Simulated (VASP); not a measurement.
Here is a VASP 6.6.1 calculation.

INCAR

```
SYSTEM = P
PREC = Accurate
ENCUT = 500
EDIFF = 1E-6
ISMEAR = 0
SIGMA = 0.1
LREAL = .False.
LASPH = .True.
NELM = 120
ALGO = Normal
ISIF = 2
LWAVE = .False.
LCHARG = .True.
GGA = PE
LELF = .True.
LVHAR = .True.
NBANDS = 8
GGA_COMPAT = .False.
```

KPOINTS

```
regular mesh
0
Gamma
  18 18 18
  0 0 0
```

The input POSCAR:

```
P
1.0
    0.0000000000      2.0342781400      2.0342781400
    2.0342781400      0.0000000000      2.0342781400
    2.0342781400      2.0342781400      0.0000000000
P
1
Direct
    0.0000000000      0.0000000000      0.0000000000
```

Potentials or basis: VASP PAW PBE potentials, release 64 (P).

Command:

```sh
$ cat potpaw_PBE.64/P/POTCAR > POTCAR
$ mpirun -np 1 vasp_std > vasp.out
```

(1) What does it give for the pressure?

Answers

(1) -10.3 GPa.

Caveat: the cell differs from its parent crystal (N replaced by P, lengths x 1.304, strained).
